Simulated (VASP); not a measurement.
The system is MgCd2TeSe2.

```
CELL_PARAMETERS angstrom
4.37274 0.00000 0.00000
-2.18637 3.78691 0.00000
0.00000 0.00000 9.74924
ATOMIC_POSITIONS crystal
Mg 0.00000 0.00000 0.50000
Cd 0.33333 0.66667 0.97732
Cd 0.66667 0.33333 0.02268
Te 0.00000 0.00000 0.00000
Se 0.00000 0.00000 0.78301
Se 0.00000 0.00000 0.21699
```

The cell was built from a structure type or drawn by symmetry, and may not be a known phase.

| Quantity | Value |
| --- | --- |
| Program | VASP 6.6.1 |
| Task | relaxation of cell and atoms |
| Functional | PBE |
| Potentials or basis | VASP PAW PBE potentials, release 64 (Mg, Cd, Te, Se) |
| Cutoff | 600 eV |
| k mesh | 6 × 6 × 2 |
| Occupations | gaussian, width 0.1 eV |
| Spin | no spin polarisation |

At the start: pressure 43.3 GPa; volume 26.91 Å³/atom.

Problem. Where does the relaxation end?

Solution. Over 61 steps the energy falls by 2417.4 meV/atom and the volume is 30.38 Å³/atom (+12.9 %); space group P-3m1 (No. 164, to 0.1 Å) before and after.

Step by step:
```csv
step,energy change (eV),largest force (eV/Å),pressure (GPa),volume (Å³)
1,0.0000,14.0999,43.29,161.44
3,-10.0699,0.6639,0.15,253.42
5,-10.0736,0.7785,1.01,244.31
7,-11.7999,0.3169,-1.04,266.52
9,-11.8334,0.0477,0.08,256.68
11,-11.8487,0.0870,-0.06,254.99
13,-11.8522,0.1112,-0.02,252.93
15,-11.8549,0.1181,0.01,251.97
17,-11.8625,0.1652,0.32,249.11
19,-11.8628,0.1872,0.42,248.25
21,-11.8644,0.1897,0.43,248.08
23,-11.8714,0.2008,0.45,247.29
25,-11.9013,0.2453,0.55,244.18
27,-12.0564,0.4805,1.11,231.95
29,-12.1537,0.6034,1.68,224.20
31,-12.1599,0.6257,1.87,222.17
33,-12.1644,0.6280,1.89,221.78
35,-12.1794,0.6306,2.02,220.02
37,-12.1994,0.6162,2.15,217.69
39,-12.3246,0.5958,1.80,217.74
41,-12.6966,0.4572,0.59,217.73
43,-12.8154,0.4880,-0.25,217.35
45,-12.9304,0.5090,-0.35,216.29
47,-13.4240,0.6010,-0.79,211.43
49,-13.5917,0.7861,-0.93,208.67
51,-13.8377,0.8569,-0.82,200.07
53,-13.9790,1.0353,-0.40,191.47
55,-14.3970,0.6852,0.82,178.23
57,-14.4745,0.1965,-0.85,184.48
59,-14.4833,0.1892,0.66,181.33
61,-14.5042,0.0119,-0.03,182.28
```

Final structure:
```xyz
6
Lattice="4.2035 0.0000 0.0000 -2.1018 3.6403 0.0000 0.0000 0.0000 11.9120" Properties=species:S:1:pos:R:3 pbc="T T T"
Mg    0.0000    0.0000    5.9560
Cd    0.0000    2.4269    9.9059
Cd    2.1018    1.2134    2.0061
Te    0.0000    0.0000    0.0000
Se    4.2035    0.0000    8.3852
Se   -2.1018    3.6403    3.5268
```

Caveat: a cell axis changed by over 15 % at a fixed basis, so the end point is rough.
